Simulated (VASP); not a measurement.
Write the native input for VASP 6.6.1 that does the following.

```yaml
Task: single point
Functional: PBE
Dispersion: D3(BJ)
Potentials_or_basis: VASP PAW PBE potentials, release 64 (B, N)
Cutoff: 520 eV
k_mesh: 12 × 12 × 12
Occupations: gaussian, width 0.05 eV
Spin: no spin polarisation
Dipole_correction: no
Further_INCAR_settings: ALGO = Normal; EDIFF = 1e-06; NBANDS = 11
```

The structure of BN lies in POSCAR:

```
BN
1.0
    0.0000000000      3.2059029019      2.1688319106
    1.3039961662      0.0000000000      2.1688319106
    1.3039961662      3.2059029019      0.0000000000
B N
1 1
Direct
    0.0001068737      0.0001068737      0.9998931263
    0.6665931163      0.6665931163      0.3334068837
```

This cell differs from its parent crystal: strain +0.0400 x Voigt [1, -1, 0, 0, 0, 0].

One way to write it, as run:

INCAR

```
SYSTEM = BN
PREC = Accurate
ENCUT = 520
EDIFF = 1E-6
ISMEAR = 0
SIGMA = 0.05
LREAL = .False.
LASPH = .True.
NELM = 100
ALGO = Normal
ISIF = 2
LWAVE = .False.
LCHARG = .False.
GGA = PE
IVDW = 12
NBANDS = 11
```

KPOINTS

```
Automatic mesh
0
Gamma
  12 12 12
  0 0 0
```

Potentials or basis: VASP PAW PBE potentials, release 64 (B, N).

Command:

```sh
$ cat potpaw_PBE.64/B/POTCAR potpaw_PBE.64/N/POTCAR > POTCAR
$ mpirun -np 1 vasp_std > vasp.out
```

Results of the run:

- Pressure: -12.6 GPa
- Largest force: 0.363 eV/Å
- Band gap on the k mesh: 3.28 eV (least direct gap 4.34 eV)
- Dispersion energy per atom: -0.141 eV

Caveat: the cell differs from its parent crystal (strain +0.0400 x Voigt [1, -1, 0, 0, 0, 0]); the cell stands under tension.

Wall time 57 s on 1 thread of Intel(R) Xeon(R) Platinum 8259CL CPU @ 2.50GHz (Skylake/Cascade Lake) (shared host), peak memory 0.19 GiB.
